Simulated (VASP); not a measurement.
# Bi in VASP: a series of runs, part 2 of 2

VASP 6.6.1. The steps go on from the part before.

## 4. Single point, PBE (32.27 Å³/atom)

This run uses another cell than the first one, of 32.27 Å³/atom.

INCAR reads:

```
SYSTEM = Bi
ALGO = Fast ; EDIFF = 1E-7
ENCUT = 520 ; GGA = PE
ISIF = 2 ; ISMEAR = -1
LASPH = .TRUE. ; LCHARG = .TRUE.
LELF = .TRUE. ; LREAL = .FALSE.
LVHAR = .TRUE. ; LWAVE = .FALSE.
NBANDS = 22 ; NELM = 60
PREC = Accurate ; SIGMA = 0.05
```

KPOINTS reads:

```
k-points
0
G
  8 8 4
  0 0 0
```

POSCAR reads:

```
Bi
1.0
    3.1946090396      0.0000000000      0.0000000000
    0.0000000000      3.1781022620      0.0000000000
   -0.0793675179      0.0000000000      6.3567985340
Bi
2
Direct
    0.5442472500      0.0000000000      0.7495778900
    0.4557527500      0.0000000000      0.2504221100
```

Potentials or basis: VASP PAW PBE potentials, release 64 (Bi_d).

Launch:

```
cat potpaw_PBE.64/Bi_d/POTCAR > POTCAR
mpirun -np 1 vasp_std > vasp.out
```

OUTCAR:

```text
SYSTEM = Bi
   EDIFF = 1E-7
   ENCUT = 520
   GGA = PE
   ISIF = 2
   ISMEAR = -1
   LASPH = .TRUE.
   LREAL = .FALSE.
   NELM = 60
   PREC = Accurate

 ion  position               nearest neighbor table
   1  0.544  0.000  0.750-   2 3.18   2 3.20
   2  0.456  0.000  0.250-   1 3.18   1 3.20

  LATTYP: Found a simple monoclinic cell.
 ALAT       =     3.1946090396
 B/A-ratio  =     0.9948329272
 C/A-ratio  =     1.9900068852
 COS(beta)  =    -0.0124844813

  Lattice vectors:

 A1 = (   3.1946090396,   0.0000000000,   0.0000000000)
 A2 = (   0.0000000000,   3.1781022620,   0.0000000000)
 A3 = (  -0.0793675179,   0.0000000000,   6.3567985340)

Analysis of symmetry for initial positions (statically):
=====================================================================
 Subroutine PRICEL returns:
 Original cell was already a primitive cell.

 Routine SETGRP: Setting up the symmetry group for a
 simple monoclinic supercell.

 Subroutine GETGRP returns: Found  4 space group operations
 (whereof  4 operations were pure point group operations)
 out of a pool of  4 trial point group operations.

The static configuration has the point symmetry C_2h.

Analysis of symmetry for dynamics (positions and initial velocities):
=====================================================================
 Subroutine PRICEL returns:
 Original cell was already a primitive cell.

 Routine SETGRP: Setting up the symmetry group for a
 simple monoclinic supercell.

 Subroutine GETGRP returns: Found  4 space group operations
 (whereof  4 operations were pure point group operations)
 out of a pool of  4 trial point group operations.

The dynamic configuration has the point symmetry C_2h.

 Subroutine INISYM returns: Found  4 space group operations
 (whereof  4 operations are pure point group operations),
 and found     1 'primitive' translations

----------------------------------------------------------------------------------------

                                     Primitive cell

  volume of cell :      64.5393

  direct lattice vectors                    reciprocal lattice vectors
     3.194609040  0.000000000  0.000000000     0.313027349  0.000000000  0.003908289
     0.000000000  3.178102262  0.000000000     0.000000000  0.314653185  0.000000000
    -0.079367518  0.000000000  6.356798534     0.000000000  0.000000000  0.157311891

  length of vectors
     3.194609040  3.178102262  6.357293984     0.313051747  0.314653185  0.157311891

  position of ions in fractional coordinates (direct lattice)
     0.544247250  0.000000000  0.749577890
     0.455752750  0.000000000  0.250422110

  ion indices of the primitive-cell ions
   primitive index   ion index
                 1           1
                 2           2

----------------------------------------------------------------------------------------

 KPOINTS: k-points

Automatic generation of k-mesh.
 Grid dimensions read from file:
 generate k-points for:    8    8    4

 Generating k-lattice:

  Cartesian coordinates                     Fractional coordinates (reciprocal lattice)
     0.039128419  0.000000000  0.000488536     0.125000000  0.000000000 -0.000000000
     0.000000000  0.039331648  0.000000000     0.000000000  0.125000000  0.000000000
     0.000000000  0.000000000  0.039327973     0.000000000  0.000000000  0.250000000

  Length of vectors
     0.039131468  0.039331648  0.039327973

  Shift w.r.t. Gamma in fractional coordinates (k-lattice)
     0.000000000  0.000000000  0.000000000

 Subroutine IBZKPT returns following result:
 ===========================================

 Found     90 irreducible k-points:

 Following reciprocal coordinates:
            Coordinates               Weight
  0.000000  0.000000  0.000000      1.000000
  0.125000  0.000000 -0.000000      2.000000
  0.250000  0.000000 -0.000000      2.000000
  0.375000  0.000000 -0.000000      2.000000
  0.500000  0.000000 -0.000000      1.000000
  0.000000  0.125000  0.000000      2.000000
[... 16 lines left out ...]
  0.250000  0.500000 -0.000000      2.000000
  0.375000  0.500000 -0.000000      2.000000
 [... further k-points ...]
   k-points           NKPTS =     90   k-points in BZ     NKDIM =     90   number of bands    NBANDS=     22
   number of dos      NEDOS =    301   number of ions     NIONS =      2
   total plane-waves  NPLWV =  27648
   dimension x,y,z NGX =    24 NGY =   24 NGZ =   48
   dimension x,y,z NGXF=    48 NGYF=   48 NGZF=   96
   ions per type =               2
   NGX,Y,Z   is equivalent  to a cutoff of  12.49, 12.55, 12.55 a.u.
   NGXF,Y,Z  is equivalent  to a cutoff of  24.98, 25.11, 25.10 a.u.
 SYSTEM =  Bi
   PREC   = accura    normal or accurate (medium, high low for compatibility)
   ISTART =      0    job   : 0-new  1-cont  2-samecut
   ICHARG =      2    charge: 1-file 2-atom 10-const
   ISPIN  =      1    spin polarized calculation?
   LNONCOLLINEAR =      F non collinear calculations
   LSORBIT =      F    spin-orbit coupling
   LASPH  =      T    aspherical Exc in radial PAW
   ENCUT  =  520.0 eV  38.22 Ry    6.18 a.u.   5.94  5.91 11.82*2*pi/ulx,y,z
   NELM   =     60;   NELMIN=  2; NELMDL= -5     # of ELM steps
   EDIFF  = 0.1E-06   stopping-criterion for ELM
   LREAL  =      F    real-space projection
   EDIFFG = 0.1E-05   stopping-criterion for IOM
   NSW    =      0    number of steps for IOM
   IBRION =     -1    ionic relax: 0-MD 1-quasi-New 2-CG
   NFREE  =      0    steps in history (QN), initial steepest desc. (CG)
   ISIF   =      2    stress and relaxation
   ISYM   =      2    0-nonsym 1-usesym 2-fastsym
   POTIM  = 0.5000    time-step for ionic-motion
   TEBEG  =    0.0;   TEEND  =   0.0 temperature during run
   PSTRESS=    0.0 pullay stress
   NELECT =      30.0000    total number of electrons
   NUPDOWN=      -1.0000    fix difference up-down
   EMIN   =  10.00;   EMAX   =-10.00  energy-range for DOS
   EFERMI =   0.00;   METHOD = LEGACY
   ISMEAR =    -1;   SIGMA  =   0.05  broadening in eV -4-tet -1-fermi 0-gaus
   EFERMI_NEDOS =   21; number of points for ismear=-14 and -15
   IALGO  =     68    algorithm
   IMIX   =      4    mixing-type and parameters
     AMIX     =   0.40;   BMIX     =  1.00
     AMIX_MAG =   1.60;   BMIX_MAG =  1.00
  volume/ion in A,a.u.               =      32.27       217.77
  Fermi-wavevector in a.u.,A,eV,Ry     =   1.268160  2.396474 21.881280  1.608229
  Thomas-Fermi vector in A             =   2.401269
   LORBIT       =      0    0 simple, 1 ext, 2 COOP (PROOUT), +10 PAW based schemes
   GGA     = PE    functional components
   LHFCALC =     F    Hartree Fock is set to
   AEXX    =    0.0000 exact exchange contribution
   IVDW    =     0    specifies the selected vdW correction
   LEPSILON=     F    determine dielectric tensor
   LRPA    =     F    only Hartree local field effects (RPA)
 non-spin polarized calculation
 RMM-DIIS sequential band-by-band and
  energy-cutoff  :      520.00
  volume of cell :       64.54
 maximum number of plane-waves:      1772
   NGX = 11   NGY = 11   NGZ = 23

 number of electron      30.0000020 magnetization

 Free energy of the ion-electron system (eV)
  ---------------------------------------------------
  ext. energy  EPLUGINS =         0.00000000
  ---------------------------------------------------
  free energy    TOTEN  =        -7.59464069 eV

  energy without entropy =       -7.58062547  energy(sigma->0) =       -7.58763308

 E-fermi :   7.3114     XC(G=0):  -9.9823

 val. band max:        7.3076849806   @ k =  -0.3750   0.2500   0.2500
 cond. band min:       7.3202713985   @ k =   0.1250   0.2500   0.2500
 fundamental gap:      0.0125864179
 Fermi energy:         7.3114156395

 k-point     1 :       0.0000    0.0000    0.0000
  band No.  band energies     occupation
      1     -15.7260      2.00000
      2     -15.7140      2.00000
      3     -15.7062      2.00000
      4     -15.4308      2.00000
      5     -15.4296      2.00000
      6     -15.4112      2.00000
[... 14 lines left out ...]
     21      15.5512      0.00000
     22      17.2550      0.00000

 k-point     2 :       0.1250    0.0000   -0.0000
  band No.  band energies     occupation
      1     -15.7216      2.00000
      2     -15.6737      2.00000
      3     -15.6699      2.00000
      4     -15.4489      2.00000
      5     -15.4292      2.00000
      6     -15.3923      2.00000
[... 14 lines left out ...]
     21      15.5491      0.00000
     22      17.5057      0.00000
[... 523 lines left out ...]
     21      15.2554      0.00000
     22      15.5349      0.00000

 k-point    24 :       0.3750    0.5000   -0.0000
  band No.  band energies     occupation
      1     -15.5595      2.00000
      2     -15.5519      2.00000
      3     -15.5452      2.00000
      4     -15.5301      2.00000
      5     -15.5255      2.00000
      6     -15.4272      2.00000
[... 14 lines left out ...]
     21      13.4196      0.00000
     22      15.0383      0.00000

 [... further k-points ...]
[... 5 lines left out ...]
  --------------------------------------------------------------------------------------
  -------------------------------------------------------------------------------------
  Total        1.7816838      2.1311278      1.6680764      0.0000000      0.0000000     -0.0675210
  in kB       44.2300254     52.9049175     41.4097387      0.0000000      0.0000000     -1.6761989
  external PRESSURE =      46.1815605 kB  Pullay stress =       0.0000000 kB

 VOLUME and BASIS-vectors are now :
 -----------------------------------------------------------------------------
  energy-cutoff  :      520.00
  volume of cell :       64.54
      direct lattice vectors                 reciprocal lattice vectors
     3.194609040  0.000000000  0.000000000     0.313027349  0.000000000  0.003908289
     0.000000000  3.178102262  0.000000000     0.000000000  0.314653185  0.000000000
    -0.079367518  0.000000000  6.356798534     0.000000000  0.000000000  0.157311891

 POSITION                                       TOTAL-FORCE (eV/Angst)
 -----------------------------------------------------------------------------------
      1.67917      0.00000      4.76492         0.026110     -0.000000     -0.004485
      1.43608      0.00000      1.59188        -0.026110      0.000000      0.004485
 -----------------------------------------------------------------------------------
    total drift:                                0.000000      0.000000      0.000000

  FREE ENERGIE OF THE ION-ELECTRON SYSTEM (eV)
  ---------------------------------------------------
  free  energy   TOTEN  =        -7.5946406945 eV

  energy  without entropy=       -7.5806254693  energy(sigma->0) =       -7.58763308
```

OSZICAR:

```text
N       E                     dE             d eps       ncg     rms          rms(c)
DAV:   1     0.306892801578E+03    0.30689E+03   -0.16291E+04  3960   0.169E+03
DAV:   2     0.178807430458E+02   -0.28901E+03   -0.28107E+03  4020   0.439E+02
DAV:   3    -0.673985003457E+01   -0.24621E+02   -0.24305E+02  4842   0.141E+02
DAV:   4    -0.756212866063E+01   -0.82228E+00   -0.82170E+00  4794   0.281E+01
DAV:   5    -0.759615187162E+01   -0.34023E-01   -0.34021E-01  5580   0.517E+00    0.840E-01
RMM:   6    -0.759364230233E+01    0.25096E-02   -0.13134E-02  4615   0.127E+00    0.499E-01
RMM:   7    -0.759426925344E+01   -0.62695E-03   -0.11016E-02  4446   0.112E+00    0.108E-01
RMM:   8    -0.759457654765E+01   -0.30729E-03   -0.27620E-03  5332   0.540E-01    0.162E-02
RMM:   9    -0.759464366210E+01   -0.67114E-04   -0.81199E-04  6612   0.216E-01    0.177E-02
RMM:  10    -0.759464223547E+01    0.14266E-05   -0.66420E-05  5571   0.799E-02    0.580E-03
RMM:  11    -0.759464063380E+01    0.16017E-05   -0.33078E-05  5921   0.454E-02    0.133E-03
RMM:  12    -0.759464088761E+01   -0.25382E-06   -0.58480E-06  6734   0.172E-02    0.110E-03
RMM:  13    -0.759464067852E+01    0.20909E-06   -0.64059E-07  3919   0.732E-03    0.139E-04
RMM:  14    -0.759464069448E+01   -0.15956E-07   -0.23657E-07  2754   0.415E-03
   1 F= -.75946407E+01 E0= -.75876331E+01  d E =-.140152E-01
```

stdout:

```text
POSCAR found type information on POSCAR Bi
 POSCAR found :  1 types and       2 ions
 scaLAPACK will be used
 LDA part: xc-table for (Slater+PW92), standard interpolation
 POSCAR, INCAR and KPOINTS ok, starting setup
 FFT: planning ... GRIDC
 FFT: planning ... GRID_SOFT
 FFT: planning ... GRID
 WAVECAR not read
 entering main loop
 num prob RMM:  13    -0.759464067852E+01    0.20909E-06   -0.64059E-07  3919   0.732E-03    0.139E-04
 num prob WARNING in EDDRMM: call to ZHEGV failed, returncode =   8  4     20
```

Wall time 2.8 min (1 thread of Intel Xeon 8259CL, shared host); peak memory 0.23 GiB.

What came out:

* Free energy: -7.5946 eV
* Pressure: 4.6 GPa
* Largest force: 0.026 eV/Å
* Band gap on the k mesh: zero (bands 15 and 16 overlap by 6.58 eV)

Forces in eV/Å, atoms in the order of the input:
```
Bi   0.026  0.000 -0.004
Bi  -0.026  0.000  0.004
```

Stress tensor (GPa, compression positive):
```
 4.42  0.00 -0.17
 0.00  5.29  0.00
-0.17  0.00  4.14
```

Caveat: the cell stands under pressure; spin-orbit coupling is left out, which moves the levels of the heavy elements.

## 5. Overview

| cell | gap on the mesh (eV) | pressure (GPa) | largest force (eV/Å) |
| --- | --- | --- | --- |
| a = 3.172, b = 3.156, c = 6.313 Å, angles 90.0, 90.7, 90.0°, 2 atoms, atomic positions A | none | 6.1 | 0.03 |
| a = 3.238, b = 3.222, c = 6.444 Å, angles 90.0, 90.7, 90.0°, 2 atoms, atomic positions B | none | 2.1 | 0.06 |
| a = 3.195, b = 3.178, c = 6.357 Å, angles 90.0, 90.7, 90.0°, 2 atoms, atomic positions A | none | 4.6 | 0.03 |

Alike in all rows: task single point; level PBE; potentials or basis VASP PAW PBE potentials, release 64 (Bi_d); no spin polarisation; k mesh 8 × 8 × 4; cutoff (eV) 520; smearing fermi-dirac 0.05 eV.

Caveats: spin-orbit coupling is left out, which moves the levels of the heavy elements; the cell stands under pressure (at least some runs).

Total energies depend on the potentials used, so only differences within one code and one set of settings carry meaning.
